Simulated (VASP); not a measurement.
Runs of VASP 6.6.1 on MgS. The structure is that of space group P6_3/mmc (No. 194), or close to it. The cells are those of the table. 

```tsv
task	level	potentials or basis	cell	k mesh	cutoff (eV)	smearing	gap on the mesh (eV)	pressure (GPa)	relaxed volume (Å³/atom)
single point	PBEsol	VASP PAW PBE potentials, release 64 (Mg, S)	a = 4.291, b = 4.291, c = 5.256 Å, angles 90.0, 90.0, 120.0°, 4 atoms	6 × 6 × 4	520	fermi-dirac 0.02 eV	2.88	-0.1	-
relaxation of cell and atoms	LDA	VASP PAW LDA potentials, release 64 (Mg, S)	relaxed from a = 4.319, b = 4.319, c = 5.320 Å, angles 90.0, 90.0, 120.0°, 4 atoms	6 × 6 × 4	600	fermi-dirac 0.02 eV	(b)	0.0	20.21
relaxation of cell and atoms	PBEsol	VASP PAW PBE potentials, release 64 (Mg, S)	relaxed from a = 4.319, b = 4.319, c = 5.320 Å, angles 90.0, 90.0, 120.0°, 4 atoms	6 × 6 × 4	600	fermi-dirac 0.02 eV	2.89	0.0	(a)
single point	PBE	VASP PAW PBE potentials, release 64 (Mg, S)	a = 4.296, b = 4.296, c = 5.285 Å, angles 90.0, 90.0, 120.0°, 4 atoms	6 × 6 × 4	520	gaussian 0.01 eV	3.00	(c)	-
relaxation of cell and atoms	PBE	VASP PAW PBE potentials, release 64 (Mg, S)	relaxed from a = 4.059, b = 4.059, c = 5.074 Å, angles 90.0, 90.0, 120.0°, 4 atoms	6 × 6 × 4	600	fermi-dirac 0.02 eV	2.93	0.0	21.42
single point	r2SCAN	VASP PAW PBE potentials, release 64 (Mg, S)	a = 4.296, b = 4.296, c = 5.285 Å, angles 90.0, 90.0, 120.0°, 4 atoms	12 × 12 × 6	520	gaussian 0.01 eV	3.63	-0.4	-
single point	LDA	VASP PAW LDA potentials, release 64 (Mg, S)	a = 4.249, b = 4.249, c = 5.200 Å, angles 90.0, 90.0, 120.0°, 4 atoms	6 × 6 × 4	520	fermi-dirac 0.02 eV	(d)	-0.4	-
dielectric tensor	PBE	VASP PAW PBE potentials, release 64 (Mg, S)	a = 4.296, b = 4.296, c = 5.285 Å, angles 90.0, 90.0, 120.0°, 4 atoms	6 × 6 × 4	520	gaussian 0.01 eV	3.00	-	-
```

Alike in all rows: no spin polarisation.

**Question.** Fill in the values left out.

**Answer.** (a) 20.92; (b) 2.86; (c) 0.9; (d) 2.85.

Caveats: the PAW data sets were made with another functional, which shifts forces and pressure a little (some runs); the volume moved by over 15 % at a fixed basis, so the end points are rough (some runs).

A k mesh can miss the band edges.
